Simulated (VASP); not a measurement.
A run of VASP 6.6.1:

File INCAR:

```
  PREC = Accurate
  ENCUT = 520
  EDIFF = 1E-7
  ISMEAR = 0
  SIGMA = 0.05
  LREAL = F
  LASPH = T
  NELM = 150
  ALGO = Fast
  ISIF = 2
  LWAVE = F
  LCHARG = F
  ISPIN = 2
  MAGMOM = 0 0 0.12 0.12 0.12 0.12
  LORBIT = 11
  LMAXMIX = 4
  GGA = PS
  NBANDS = 51
```

Contents of KPOINTS:

```
regular mesh
0
Gamma
  8 8 8
```

Contents of POSCAR:

```
LuNi4Au
1.0
    0.0000000000      3.4059114522      3.4059114522
    3.4059114522      0.0000000000      3.4059114522
    3.4059114522      3.4059114522      0.0000000000
Au Lu Ni
1 1 4
Direct
    0.2500000000      0.2500000000      0.2500000000
    0.0000000000      0.0000000000      0.0000000000
    0.6244968230      0.1265095311      0.6244968230
    0.6244968230      0.6244968230      0.1265095311
    0.6244968230      0.6244968230      0.6244968230
    0.1265095311      0.6244968230      0.6244968230
```

Potentials or basis: VASP PAW PBE potentials, release 64 (Au, Lu, Ni).

The run is started by

```sh
$ cat potpaw_PBE.64/Au/POTCAR potpaw_PBE.64/Lu/POTCAR potpaw_PBE.64/Ni/POTCAR > POTCAR
$ mpirun -np 1 vasp_std > vasp.out
```

Hardware: 1 thread of Intel Xeon 8259CL, with other jobs on the host.

Problem. Estimate the wall time of this run.

Solution. Run time: 16 min on 1 thread of Intel Xeon 8259CL, on a shared host, peak memory 0.38 GiB. Counts: scf iterations 25, k points 29.
